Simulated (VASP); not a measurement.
# TiC (P1) in VASP: further runs

TiC is run at these levels: PBE; tasks: single point.

Everything below comes from runs of VASP 6.6.1. Logs are shortened: lines on timing, memory, paths and dates and some standing lists are left out, and cuts for length are marked.

**1. The cell of the first run**

The typed cell holds 2 atoms: a = 2.982 Å, b = 3.049 Å, c = 3.001 Å, α = 61.36°, β = 61.78°, γ = 60.70°.

**2. Single point, PBE**

Input file INCAR:

```
SYSTEM = TiC
  PREC = Accurate
  ENCUT = 520
  EDIFF = 1E-7
  ISMEAR = -1
  SIGMA = 0.1
  LREAL = .False.
  LASPH = .True.
  NELM = 100
  ALGO = Normal
  ISIF = 2
  LWAVE = .False.
  LCHARG = .True.
  GGA = PE
  LELF = .True.
  LVHAR = .True.
  NBANDS = 15
```

Input file KPOINTS:

```
Automatic mesh
0
Gamma
  6 6 6
  0 0 0
```

Input file POSCAR:

```
TiC
1.0
   -0.0248100000      2.0830400000      2.1335600000
    2.1483200000     -0.0539000000      2.1626500000
    2.1397300000      2.1035300000     -0.0453100000
Ti C
1 1
Direct
    0.9257500000      0.0040000000      0.0310000000
    0.4222100000      0.5576400000      0.5496500000
```

Potentials or basis: VASP PAW PBE potentials, release 64 (Ti_sv, C).

Launch:

```
cat potpaw_PBE.64/Ti_sv/POTCAR potpaw_PBE.64/C/POTCAR > POTCAR
mpirun -np 1 vasp_std > vasp.out
```

OUTCAR:

```text
SYSTEM = TiC
   PREC = Accurate
   ENCUT = 520
   EDIFF = 1E-7
   ISMEAR = -1
   LREAL = .False.
   LASPH = .True.
   NELM = 100
   ISIF = 2
   GGA = PE

 ion  position               nearest neighbor table
   1  0.926  0.004  0.031-   2 2.01   2 2.07   2 2.10   2 2.15   2 2.28   2 2.31
   2  0.422  0.558  0.550-   1 2.01   1 2.07   1 2.10   1 2.15   1 2.28   1 2.31

  LATTYP: Found a triclinic cell.
 ALAT       =     2.9819036623
 B/A-ratio  =     1.0299929429
 C/A-ratio  =     1.0224372730
 COS(alpha) =     0.0067400169
 COS(beta)  =     0.4893237886
 COS(gamma) =     0.5087952795

  Lattice vectors:

 A1 = (  -0.0248100000,   2.0830400000,   2.1335600000)
 A2 = (  -2.1645400000,  -0.0204900000,   2.1788700000)
 A3 = (   2.1483200000,  -0.0539000000,   2.1626500000)

Analysis of symmetry for initial positions (statically):
=====================================================================
 Subroutine PRICEL returns:
 Original cell was already a primitive cell.

 Routine SETGRP: Setting up the symmetry group for a
 triclinic supercell.

 Subroutine GETGRP returns: Found  1 space group operations
 (whereof  1 operations were pure point group operations)
 out of a pool of  2 trial point group operations.

The static configuration has the point symmetry C_1 .

Analysis of symmetry for dynamics (positions and initial velocities):
=====================================================================
 Subroutine PRICEL returns:
 Original cell was already a primitive cell.

 Routine SETGRP: Setting up the symmetry group for a
 triclinic supercell.

 Subroutine GETGRP returns: Found  1 space group operations
 (whereof  1 operations were pure point group operations)
 out of a pool of  2 trial point group operations.

The dynamic configuration has the point symmetry C_1 .

 Subroutine INISYM returns: Found  1 space group operations
 (whereof  1 operations are pure point group operations),
 and found     1 'primitive' translations

----------------------------------------------------------------------------------------

                                     Primitive cell

  volume of cell :      19.8426

  direct lattice vectors                    reciprocal lattice vectors
    -0.024810000  2.083040000  2.133560000    -0.229141738  0.238115912  0.233558008
     2.148320000 -0.053900000  2.162650000     0.230937528 -0.230016689  0.227255631
     2.139730000  2.103530000 -0.045310000     0.232827171  0.233701032 -0.225459867

  length of vectors
     2.981903662  3.048809449  3.000889190     0.404665871  0.397347380  0.399570789

  position of ions in fractional coordinates (direct lattice)
     0.925750000  0.004000000  0.031000000
     0.422210000  0.557640000  0.549650000

  ion indices of the primitive-cell ions
   primitive index   ion index
                 1           1
                 2           2

----------------------------------------------------------------------------------------

 KPOINTS: Automatic mesh

Automatic generation of k-mesh.
 Grid dimensions read from file:
 generate k-points for:    6    6    6

 Generating k-lattice:

  Cartesian coordinates                     Fractional coordinates (reciprocal lattice)
    -0.038190290  0.039685985  0.038926335     0.166666667 -0.000000000 -0.000000000
     0.038489588 -0.038336115  0.037875938    -0.000000000  0.166666667  0.000000000
     0.038804528  0.038950172 -0.037576645     0.000000000  0.000000000  0.166666667

  Length of vectors
     0.067444312  0.066224563  0.066595132

  Shift w.r.t. Gamma in fractional coordinates (k-lattice)
     0.000000000  0.000000000  0.000000000

 Subroutine IBZKPT returns following result:
 ===========================================

 Found    112 irreducible k-points:

 Following reciprocal coordinates:
            Coordinates               Weight
  0.000000  0.000000  0.000000      1.000000
  0.166667  0.000000 -0.000000      2.000000
  0.333333  0.000000  0.000000      2.000000
  0.500000  0.000000 -0.000000      1.000000
  0.000000  0.166667  0.000000      2.000000
  0.166667  0.166667  0.000000      2.000000
[... 16 lines left out ...]
  0.333333  0.000000  0.166667      2.000000
  0.500000  0.000000  0.166667      2.000000
 [... further k-points ...]
   k-points           NKPTS =    112   k-points in BZ     NKDIM =    112   number of bands    NBANDS=     15
   number of dos      NEDOS =    301   number of ions     NIONS =      2
   total plane-waves  NPLWV =  13824
   dimension x,y,z NGX =    24 NGY =   24 NGZ =   24
   dimension x,y,z NGXF=    48 NGYF=   48 NGZF=   48
   ions per type =               1   1
   NGX,Y,Z   is equivalent  to a cutoff of  13.38, 13.09, 13.30 a.u.
   NGXF,Y,Z  is equivalent  to a cutoff of  26.76, 26.17, 26.59 a.u.
 SYSTEM =  TiC
   PREC   = accura    normal or accurate (medium, high low for compatibility)
   ISTART =      0    job   : 0-new  1-cont  2-samecut
   ICHARG =      2    charge: 1-file 2-atom 10-const
   ISPIN  =      1    spin polarized calculation?
   LNONCOLLINEAR =      F non collinear calculations
   LSORBIT =      F    spin-orbit coupling
   LASPH  =      T    aspherical Exc in radial PAW
   ENCUT  =  520.0 eV  38.22 Ry    6.18 a.u.   5.54  5.67  5.58*2*pi/ulx,y,z
   NELM   =    100;   NELMIN=  2; NELMDL= -5     # of ELM steps
   EDIFF  = 0.1E-06   stopping-criterion for ELM
   LREAL  =      F    real-space projection
   EDIFFG = 0.1E-05   stopping-criterion for IOM
   NSW    =      0    number of steps for IOM
   IBRION =     -1    ionic relax: 0-MD 1-quasi-New 2-CG
   NFREE  =      0    steps in history (QN), initial steepest desc. (CG)
   ISIF   =      2    stress and relaxation
   ISYM   =      2    0-nonsym 1-usesym 2-fastsym
   POTIM  = 0.5000    time-step for ionic-motion
   TEBEG  =    0.0;   TEEND  =   0.0 temperature during run
   PSTRESS=    0.0 pullay stress
   NELECT =      16.0000    total number of electrons
   NUPDOWN=      -1.0000    fix difference up-down
   EMIN   =  10.00;   EMAX   =-10.00  energy-range for DOS
   EFERMI =   0.00;   METHOD = LEGACY
   ISMEAR =    -1;   SIGMA  =   0.10  broadening in eV -4-tet -1-fermi 0-gaus
   EFERMI_NEDOS =   21; number of points for ismear=-14 and -15
   IALGO  =     38    algorithm
   IMIX   =      4    mixing-type and parameters
     AMIX     =   0.40;   BMIX     =  1.00
     AMIX_MAG =   1.60;   BMIX_MAG =  1.00
  volume/ion in A,a.u.               =       9.92        66.95
  Fermi-wavevector in a.u.,A,eV,Ry     =   1.523757  2.879483 31.590479  2.321835
  Thomas-Fermi vector in A             =   2.632157
   LORBIT       =      0    0 simple, 1 ext, 2 COOP (PROOUT), +10 PAW based schemes
   GGA     = PE    functional components
[... 5 lines left out ...]
 non-spin polarized calculation
  energy-cutoff  :      520.00
  volume of cell :       19.84
 maximum number of plane-waves:       544
 NGX is ok and might be reduce to    24
   NGX = 11   NGY = 11   NGZ = 11

 number of electron      15.9999999 magnetization

 Free energy of the ion-electron system (eV)
  ---------------------------------------------------
  ext. energy  EPLUGINS =         0.00000000
  ---------------------------------------------------
  free energy    TOTEN  =       -18.51131217 eV

  energy without entropy =      -18.50518094  energy(sigma->0) =      -18.50824655

 E-fermi :   9.8047     XC(G=0): -12.8011

 val. band max:        9.7817444374   @ k =   0.0000   0.0000   0.0000
 cond. band min:       9.8532166973   @ k =   0.0000   0.3333   0.3333
 fundamental gap:      0.0714722599
 Fermi energy:         9.8047048710

 k-point     1 :       0.0000    0.0000    0.0000
  band No.  band energies     occupation
      1     -46.8155      2.00000
      2     -22.8512      2.00000
      3     -22.8341      2.00000
      4     -22.8115      2.00000
      5      -2.7837      2.00000
      6       9.4947      1.91377
      7       9.7817      1.11430
      8      10.0031      0.24172
      9      10.3021      0.01374
     10      11.1694      0.00000
     11      12.3741      0.00000
     12      12.6992      0.00000
     13      13.0402      0.00000
     14      20.3713      0.00000
     15      23.7080      0.00000

 k-point     2 :       0.1667    0.0000   -0.0000
  band No.  band energies     occupation
      1     -46.7945      2.00000
      2     -22.9732      2.00000
      3     -22.8631      2.00000
      4     -22.8330      2.00000
      5      -2.1507      2.00000
      6       7.8582      2.00000
      7       8.6284      1.99998
      8       9.3356      1.98181
      9      10.8063      0.00009
     10      10.9674      0.00002
     11      12.0389      0.00000
     12      14.6107      0.00000
     13      15.0518      0.00000
     14      21.1040      0.00000
     15      23.9838      0.00000

 k-point     3 :       0.3333    0.0000    0.0000
  band No.  band energies     occupation
      1     -46.7524      2.00000
      2     -23.2520      2.00000
      3     -22.8917      2.00000
      4     -22.8607      2.00000
      5      -0.5428      2.00000
      6       5.4212      2.00000
      7       7.1685      2.00000
      8       7.6401      2.00000
      9      11.8551      0.00000
     10      12.0211      0.00000
     11      12.9896      0.00000
     12      16.6961      0.00000
     13      17.0284      0.00000
     14      20.1167      0.00000
     15      25.3480      0.00000
[... 343 lines left out ...]
 k-point    23 :       0.3333    0.0000    0.1667
  band No.  band energies     occupation
      1     -46.7511      2.00000
      2     -23.1706      2.00000
      3     -22.9296      2.00000
      4     -22.9093      2.00000
      5      -0.8284      2.00000
      6       5.8584      2.00000
      7       7.3409      2.00000
      8       8.7096      1.99996
      9      10.2850      0.01628
     10      12.2538      0.00000
     11      13.3479      0.00000
     12      15.2319      0.00000
     13      16.6891      0.00000
     14      21.9389      0.00000
     15      24.4573      0.00000

 k-point    24 :       0.5000    0.0000    0.1667
  band No.  band energies     occupation
      1     -46.7238      2.00000
      2     -23.3304      2.00000
      3     -22.9579      2.00000
      4     -22.9342      2.00000
      5       0.4329      2.00000
      6       4.5355      2.00000
      7       6.5948      2.00000
      8       7.5680      2.00000
      9      11.5782      0.00000
     10      12.8122      0.00000
     11      13.8164      0.00000
     12      16.3995      0.00000
     13      16.9925      0.00000
     14      20.6463      0.00000
     15      23.8846      0.00000

 [... further k-points ...]

------------------------ aborting loop because EDIFF is reached ----------------------------------------

  FORCE on cell =-STRESS in cart. coord.  units (eV):
  Direction    XX          YY          ZZ          XY          YZ          ZX
  --------------------------------------------------------------------------------------
  -------------------------------------------------------------------------------------
  Total        1.6415608      1.6836012      0.8113968      0.2346222      0.6942757     -0.1283404
  in kB      132.5470391    135.9415669     65.5158464     18.9444561     56.0589571    -10.3627798
  external PRESSURE =     111.3348175 kB  Pullay stress =       0.0000000 kB

 VOLUME and BASIS-vectors are now :
 -----------------------------------------------------------------------------
  energy-cutoff  :      520.00
  volume of cell :       19.84
      direct lattice vectors                 reciprocal lattice vectors
    -0.024810000  2.083040000  2.133560000    -0.229141738  0.238115912  0.233558008
     2.148320000 -0.053900000  2.162650000     0.230937528 -0.230016689  0.227255631
     2.139730000  2.103530000 -0.045310000     0.232827171  0.233701032 -0.225459867

 POSITION                                       TOTAL-FORCE (eV/Angst)
 -----------------------------------------------------------------------------------
      0.05196      1.99337      1.98239         1.434421      0.221263      0.877682
      2.36362      2.00563      2.08189        -1.434421     -0.221263     -0.877682
 -----------------------------------------------------------------------------------
    total drift:                                0.000068     -0.000052      0.000048

  FREE ENERGIE OF THE ION-ELECTRON SYSTEM (eV)
  ---------------------------------------------------
  free  energy   TOTEN  =       -18.5113121652 eV

  energy  without entropy=      -18.5051809374  energy(sigma->0) =      -18.50824655
```

It took 23 s on 1 thread of Intel Xeon Platinum 8259CL at 2.50GHz (Skylake/Cascade Lake), shared host; peak memory 0.16 GiB.

What came out:

- Free energy: -18.5113 eV
- Pressure: 11.1 GPa
- Largest force: 1.696 eV/Å
- Band gap on the k mesh: zero (band 8 reaches 10.00 eV, above the bottom of band 9 at 9.85 eV)

Forces in eV/Å, atoms in the order of the input:
```
Ti   1.434  0.221  0.878
C   -1.434 -0.221 -0.878
```

Stress tensor (GPa, compression positive):
```
13.25  1.89 -1.04
 1.89 13.59  5.61
-1.04  5.61  6.55
```

Levels at points of the mesh, in eV from the Fermi level:
```
           k point  band 4  band 5  band 6  band 7  band 8  band 9  band 10  band 11  band 12  band 13
(0.00, 0.00, 0.00)  -32.62  -12.59   -0.31   -0.02    0.20    0.50     1.36     2.57     2.89     3.24
(0.50, 0.00, 0.00)  -32.68   -9.00   -6.02   -3.18   -2.76    2.75     2.91     4.19     6.54     8.15
(0.00, 0.50, 0.00)  -32.66   -9.17   -6.03   -3.11   -2.74    2.71     2.91     4.09     7.23     8.12
(0.50, 0.50, 0.00)  -32.80  -10.28   -3.64   -2.30   -0.27    0.63     2.95     3.45     3.56     5.72
(0.00, 0.00, 0.50)  -32.67   -9.11   -6.03   -3.04   -2.70    2.67     2.92     4.09     6.59     8.14
(0.50, 0.00, 0.50)  -32.83  -10.23   -3.43   -2.49   -0.52    0.71     3.00     3.50     3.55     6.01
(0.00, 0.50, 0.50)  -32.79  -10.28   -3.51   -2.09   -0.35    0.43     2.81     3.44     3.58     5.66
(0.50, 0.50, 0.50)  -32.69   -8.92   -6.00   -3.36   -3.22    2.91     3.04     4.31     7.57     8.32
```

Caveat: the k points lie up to 0.42 Å⁻¹ apart; forces of over 1 eV/Å act on the atoms, so gaps and moduli don't describe the material at rest.

**3. Single point, PBE**

Input file INCAR:

```
  ALGO = Normal
  EDIFF = 1E-6
  ENCUT = 520
  GGA = PE
  ISIF = 2
  ISMEAR = -1
  LASPH = T
  LCHARG = F
  LREAL = F
  LWAVE = F
  NBANDS = 15
  NELM = 80
  PREC = Accurate
  SIGMA = 0.1
```

Input file KPOINTS:

```
k-points
0
Gamma
  6 6 6
```

POSCAR, as its differences from that of step 2:

```diff
@@ -8,3 +8,3 @@
 Direct
-    0.9257500000      0.0040000000      0.0310000000
+    0.9269177900      0.0051362782      0.0298727007
     0.4222100000      0.5576400000      0.5496500000
```

Potentials or basis: VASP PAW PBE potentials, release 64 (Ti_sv, C).

Launch:

```
cat potpaw_PBE.64/Ti_sv/POTCAR potpaw_PBE.64/C/POTCAR > POTCAR
mpirun -np 1 vasp_std > vasp.out
```

Run time: 20 s. Hardware: 1 thread of Intel Xeon Platinum 8259CL at 2.50GHz (Skylake/Cascade Lake), shared host; peak memory 0.16 GiB.

The run converged. Its results:

* Free energy: -18.5156 eV
* Pressure: 11.0 GPa
* Largest force: 1.678 eV/Å
* Band gap on the k mesh: zero (band 8 reaches 10.02 eV, above the bottom of band 9 at 9.83 eV)

Forces on the atoms (eV/Å):
```
Ti   1.438  0.224  0.835
C   -1.438 -0.224 -0.835
```

Stress tensor (GPa, compression positive):
```
13.23  1.88 -0.96
 1.88 13.64  5.63
-0.96  5.63  6.24
```

Levels at points of the mesh, in eV from the Fermi level:
```
           k point  band 5  band 6  band 7  band 8  band 9  band 10  band 11  band 12
(0.00, 0.00, 0.00)  -12.59   -0.29    0.00    0.22    0.50     1.37     2.56     2.86
(0.50, 0.00, 0.00)   -9.00   -6.02   -3.18   -2.76    2.75     2.92     4.19     6.57
(0.00, 0.50, 0.00)   -9.16   -6.02   -3.10   -2.73    2.71     2.91     4.09     7.24
(0.50, 0.50, 0.00)  -10.28   -3.64   -2.30   -0.27    0.64     2.96     3.46     3.56
(0.00, 0.00, 0.50)   -9.10   -6.02   -3.04   -2.70    2.67     2.92     4.10     6.63
(0.50, 0.00, 0.50)  -10.23   -3.42   -2.47   -0.51    0.69     3.00     3.50     3.56
(0.00, 0.50, 0.50)  -10.28   -3.50   -2.06   -0.35    0.41     2.81     3.45     3.59
(0.50, 0.50, 0.50)   -8.92   -6.00   -3.35   -3.21    2.91     3.04     4.31     7.57
```

Caveat: the k points lie up to 0.42 Å⁻¹ apart; forces of over 1 eV/Å act on the atoms, so gaps and moduli don't describe the material at rest.

(Part 1 of 3 ends here.)
